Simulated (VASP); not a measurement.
Bi: single point with r2SCAN

The system is Bi.

```
Bi
1.0
     0.00000    3.58609    3.58609
     3.58609    0.00000    3.58609
     3.58609    3.58609    0.00000
Bi
2
Cartesian
  0.0000 0.0000 0.0000
  1.7930 1.7930 1.7930
```

This isn't the form of Bi at room conditions, which is rhombohedral.

- Program: VASP 6.6.1
- Task: single point
- Functional: r2SCAN
- Potentials or basis: VASP PAW PBE potentials, release 64 (Bi_d)
- Cutoff: 520 eV
- k mesh: 8 × 8 × 8
- Occupations: fermi-dirac, width 0.1 eV
- Spin: no spin polarisation

```json
{
  "Pressure": "0.9 GPa",
  "Band gap on the k mesh": "zero (bands 15 and 16 overlap by 1.12 eV)"
}
```

Levels at points of the mesh, in eV from the Fermi level:
```csv
k point,band 11,band 12,band 13,band 14,band 15,band 16,band 17,band 18,band 19,band 20
"(0.00, 0.00, 0.00)",-13.24,-7.87,-1.50,-1.50,-1.50,0.89,0.89,0.89,3.55,7.38
"(0.50, 0.00, 0.00)",-12.22,-9.90,-2.54,-2.35,-2.35,2.02,2.02,4.21,5.37,6.62
"(0.50, 0.50, 0.00)",-11.15,-11.15,-3.26,-3.26,-0.42,-0.42,4.68,4.68,6.41,6.41
```

Run time: 3.1 min on 1 thread of Intel(R) Xeon(R) Platinum 8259CL CPU @ 2.50GHz (Skylake/Cascade Lake), with other jobs on the host, peak memory 0.27 GiB.

Caveat: the PAW data sets were made with another functional, which shifts forces and pressure a little; spin-orbit coupling is left out, which moves the levels of the heavy elements.
